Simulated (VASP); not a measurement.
Write the native input for VASP 6.6.1 that does the following.

```yaml
Task: single point
Functional: PBE
Potentials_or_basis: VASP PAW PBE potentials, release 64 (Sn_d)
Cutoff: 520 eV
k_mesh: 10 × 10 × 10
Occupations: gaussian, width 0.015 eV
Spin: no spin polarisation
Dipole_correction: no
Further_INCAR_settings: ALGO = Normal; EDIFF = 1e-06; NBANDS = 13
```

The structure of Sn lies in POSCAR:

```
Sn
1.0
   -2.0291894110      2.0291894110      1.6607599896
    2.0291894110     -2.0291894110      1.6607599896
    2.0291894110      2.0291894110     -1.6607599896
Sn
1
Direct
    0.0000000000      0.0000000000      0.0000000000
```

These files were run (other wordings do the same):

INCAR

```
  ALGO = Normal
  EDIFF = 1E-6
  ENCUT = 520
  GGA = PE
  ISIF = 2
  ISMEAR = 0
  LASPH = T
  LCHARG = F
  LREAL = F
  LWAVE = F
  NBANDS = 13
  NELM = 80
  PREC = Accurate
  SIGMA = 0.015
```

KPOINTS

```
k-points
0
Gamma
  10 10 10
```

Potentials or basis: VASP PAW PBE potentials, release 64 (Sn_d).

The run is started by

```sh
$ cat potpaw_PBE.64/Sn_d/POTCAR > POTCAR
$ mpirun -np 1 vasp_std > vasp.out
```

It gave:

| Item | Value |
| --- | --- |
| Pressure | 0.8 GPa |
| Band gap on the k mesh | zero (band 7 reaches 14.75 eV, above the bottom of band 8 at 5.95 eV) |

Caveat: spin-orbit coupling is left out, which moves the levels of the heavy elements.

Wall time 25 s on 1 thread of Intel(R) Xeon(R) Platinum 8259CL CPU @ 2.50GHz (Skylake/Cascade Lake), with other jobs on the host, peak memory 0.17 GiB.
